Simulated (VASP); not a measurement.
Write the native input for VASP 6.6.1 that does the following.

```yaml
Task: single point
Functional: PBEsol
Potentials_or_basis: VASP PAW PBE potentials, release 64 (Li_sv, Br)
Cutoff: 750 eV
k_mesh: 9 × 9 × 9
Occupations: fermi-dirac, width 0.03 eV
Spin: no spin polarisation
Dipole_correction: no
Further_INCAR_settings: ALGO = Normal; EDIFF = 1e-06; NBANDS = 12
```

The structure of LiBr lies in POSCAR:

```
LiBr
1.0
    0.0000000000      2.4737285602      2.4737285602
    2.4737285602      0.0000000000      2.4737285602
    2.4737285602      2.4737285602      0.0000000000
Li Br
1 1
Direct
    0.0000000000      0.0000000000      0.0000000000
    0.5000000000      0.5000000000      0.5000000000
```

These files were run (other wordings do the same):

INCAR

```
ALGO     = Normal         # electronic algorithm
EDIFF    = 1E-6           # SCF threshold, eV
ENCUT    = 750            # plane-wave cutoff, eV
GGA      = PS             # functional
GGA_COMPAT= F            
ISIF     = 2              # what is computed and relaxed
ISMEAR   = -1             # smearing method
LASPH    = T              # aspherical terms in the spheres
LCHARG   = T              # write CHGCAR
LELF     = T              # ELF
LREAL    = F              # projectors in reciprocal space
LVHAR    = T            
LWAVE    = F              # write WAVECAR
NBANDS   = 12             # bands
NELM     = 120            # most SCF steps
PREC     = Accurate       # precision mode
SIGMA    = 0.03           # smearing width, eV
```

KPOINTS

```
k-points
0
Gamma
  9 9 9
```

Potentials or basis: VASP PAW PBE potentials, release 64 (Li_sv, Br).

Launch:

```sh
$ cat potpaw_PBE.64/Li_sv/POTCAR potpaw_PBE.64/Br/POTCAR > POTCAR
$ mpirun -np 1 vasp_std > vasp.out
```

It gave:

```json
{"Pressure": "14.0 GPa", "Band gap on the k mesh": "5.60 eV (least direct gap 6.06 eV)"}
```

Caveat: the cell stands under pressure; the PAW data sets were made with another functional, which shifts forces and pressure a little; an odd mesh through Γ misses points on the zone boundary, where band edges can lie.

It took 25 s on 1 thread of Intel Xeon 8259CL, with other jobs on the host, peak memory 0.18 GiB.
